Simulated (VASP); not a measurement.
A run of VASP 6.6.1:

INCAR

```
  PREC = Accurate
  ENCUT = 500
  EDIFF = 1E-7
  ISMEAR = -1
  SIGMA = 0.1
  LREAL = False
  LASPH = True
  NELM = 120
  ALGO = Normal
  ISIF = 3
  LWAVE = False
  LCHARG = False
  GGA = PS
  IBRION = 2
  NSW = 60
  EDIFFG = -0.005
  PSTRESS = 880.0
  GGA_COMPAT = False
  NELMIN = 4
```

Contents of KPOINTS:

```
Automatic mesh
0
Gamma
  18 18 18
```

The input POSCAR:

```
W
1.0
   -1.4848804580      1.4848804580      1.4848804580
    1.4848804580     -1.4848804580      1.4848804580
    1.4848804580      1.4848804580     -1.4848804580
W
1
Direct
    0.0000000000      0.0000000000      0.0000000000
```

Potentials or basis: VASP PAW PBE potentials, release 64 (W_sv).

The run is started by

```bash
$ cat potpaw_PBE.64/W_sv/POTCAR > POTCAR
$ mpirun -np 1 vasp_std > vasp.out
```

Hardware: 1 thread of Intel(R) Xeon(R) Platinum 8488C (Sapphire Rapids) (shared host).

Estimate the wall time of this run.

Run time: 36 s on 1 thread of Intel(R) Xeon(R) Platinum 8488C (Sapphire Rapids), with other jobs on the host, peak memory 0.16 GiB. Counts: scf iterations 25, k points 195, ion steps 3.
